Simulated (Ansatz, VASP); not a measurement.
Mg7Te in VASP and in Ansatz

Contents of INCAR:

```
SYSTEM = Mg7Te
PREC     = Accurate       ! precision mode
ENCUT    = 600            ! plane-wave cutoff, eV
EDIFF    = 1E-6           ! SCF threshold, eV
ISMEAR   = 0              ! smearing method
SIGMA    = 0.2            ! smearing width, eV
LREAL    = .False.        ! projectors in reciprocal space
LASPH    = .True.         ! aspherical terms in the spheres
NELM     = 80             ! most SCF steps
ALGO     = Normal         ! electronic algorithm
ISIF     = 3              ! what is computed and relaxed
LWAVE    = .False.        ! write WAVECAR
LCHARG   = .False.        ! write CHGCAR
GGA      = PE             ! functional
IBRION   = 2              ! ionic algorithm
NSW      = 36             ! ionic steps
EDIFFG   = -0.08          ! ionic threshold
```

File KPOINTS:

```
regular mesh
0
Gamma
  4 4 4
  0 0 0
```

File POSCAR:

```
Mg7Te
1.0
   -3.1327213600      3.1327213600      4.5881141700
    3.1327213600     -3.1327213600      4.5881141700
    3.1327213600      3.1327213600     -4.5881141700
Mg Te
7 1
Direct
    0.7500000000      0.2500000000      0.5000000000
    0.2500000000      0.7500000000      0.5000000000
    0.0000000000      0.6691027700      0.6691027700
    0.0000000000      0.3308972300      0.3308972300
    0.3308972300      0.0000000000      0.3308972300
    0.6691027700      0.0000000000      0.6691027700
    0.0000000000      0.0000000000      0.0000000000
    0.5000000000      0.5000000000      0.0000000000
```

Input for Ansatz:

```yaml
crystal:
  lattice:
    - [-3.13272136, 3.13272136, 4.58811417]
    - [3.13272136, -3.13272136, 4.58811417]
    - [3.13272136, 3.13272136, -4.58811417]
  atoms:
    - { symbol: Mg, position: [0.75, 0.25, 0.5] }
    - { symbol: Mg, position: [0.25, 0.75, 0.5] }
    - { symbol: Mg, position: [0.0, 0.66910277, 0.66910277] }
    - { symbol: Mg, position: [0.0, 0.33089723, 0.33089723] }
    - { symbol: Mg, position: [0.33089723, 0.0, 0.33089723] }
    - { symbol: Mg, position: [0.66910277, 0.0, 0.66910277] }
    - { symbol: Mg, position: [0.0, 0.0, 0.0] }
    - { symbol: Te, position: [0.5, 0.5, 0.0] }
basis:
  ecutwfc: 420
kpoints:
  mp_grid: { grid: [4, 4, 4] }
hamiltonian:
  xc: pbe
scf:
  occupations: { method: gaussian, width: 0.2 }
  lower_state_search: "off"
output:
  forces: true
  stress: true
  eigenvalues: true
relax:
  adjacent_minimum: "off"
  f_tol: 0.08
  max_steps: 16
  cell: { stress_tol: 0.8 }
```

Alike in both runs: task relaxation of cell and atoms; functional PBE; k mesh 4 × 4 × 4; occupations gaussian, width 0.2 eV; no spin polarisation.

|  | VASP | Ansatz |
| --- | --- | --- |
| version | VASP 6.6.1 | Ansatz 0.2.0 |
| potentials or method | VASP PAW PBE potentials, release 64 (Mg, Te), cutoff 600 eV | scalar-relativistic, plane waves, PAW |
| valence electrons in the cell | 20 | 86 |

Ansatz gave:

| Quantity | Value |
| --- | --- |
| gap on the k mesh at the Fermi level, each at its own relaxed structure (eV) | none |
| relaxed volume (Å³/atom) | 44.61 |
| relaxed length of the cell vector where the two differ most in proportion (Å) | 7.895 |

Q: Estimate VASP's values.

A: gap on the k mesh at the Fermi level, each at its own relaxed structure (eV): none; relaxed volume (Å³/atom): 44.44; relaxed length of the cell vector where the two differ most in proportion (Å): 7.887.

A gap of «none» marks a metal or a gap that the smearing closes. VASP's potentials hold 20 valence electrons a cell and Ansatz's 86, so a difference there can come from the potentials and not from the codes.

Spin-orbit coupling is off throughout. Noted on VASP's run: the volume moved by over 15 % at a fixed basis, so the end points are rough.
